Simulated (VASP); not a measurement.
A run of VASP 6.6.1 is set up as follows.

The input INCAR:

```
SYSTEM = BeTe6
ALGO     = Normal         ! electronic algorithm
EDIFF    = 1E-7           ! SCF threshold, eV
ENCUT    = 520            ! plane-wave cutoff, eV
GGA      = PE             ! functional
ISIF     = 2              ! what is computed and relaxed
ISMEAR   = 0              ! smearing method
LASPH    = .TRUE.         ! aspherical terms in the spheres
LCHARG   = .TRUE.         ! write CHGCAR
LELF     = .TRUE.         ! ELF
LREAL    = .FALSE.        ! projectors in reciprocal space
LVHAR    = .TRUE.       
LWAVE    = .FALSE.        ! write WAVECAR
NBANDS   = 28             ! bands
NELM     = 100            ! most SCF steps
PREC     = Accurate       ! precision mode
SIGMA    = 0.01           ! smearing width, eV
```

KPOINTS

```
k-points
0
G
  6 6 6
  0 0 0
```

The input POSCAR:

```
BeTe6
1.0
    3.8101061640      2.1997658194      4.4237859232
   -3.8101061640      2.1997658194      4.4237859232
    0.0000000000     -4.3995316388      4.4237859232
Be Te
1 6
Direct
    0.0000000000      0.0000000000      0.0000000000
    0.8028658634      0.3992798065      0.0710620038
    0.1971341366      0.6007201935      0.9289379962
    0.3992798065      0.0710620038      0.8028658634
    0.0710620038      0.8028658634      0.3992798065
    0.6007201935      0.9289379962      0.1971341366
    0.9289379962      0.1971341366      0.6007201935
```

Potentials or basis: VASP PAW PBE potentials, release 64 (Be, Te).

The run is started by

```bash
$ cat potpaw_PBE.64/Be/POTCAR potpaw_PBE.64/Te/POTCAR > POTCAR
$ mpirun -np 1 vasp_std > vasp.out
```

Task: What does it give for the pressure?

Result: 0.0 GPa.

Task: Predict the largest force.

Result: 0.007 eV/Å.

Forces on the atoms (eV/Å):
```
Be   0.000  0.000  0.000
Te  -0.001 -0.005 -0.005
Te   0.001  0.005  0.005
Te  -0.003  0.004 -0.005
Te   0.005  0.001 -0.005
Te   0.003 -0.004  0.005
Te  -0.005 -0.001  0.005
```
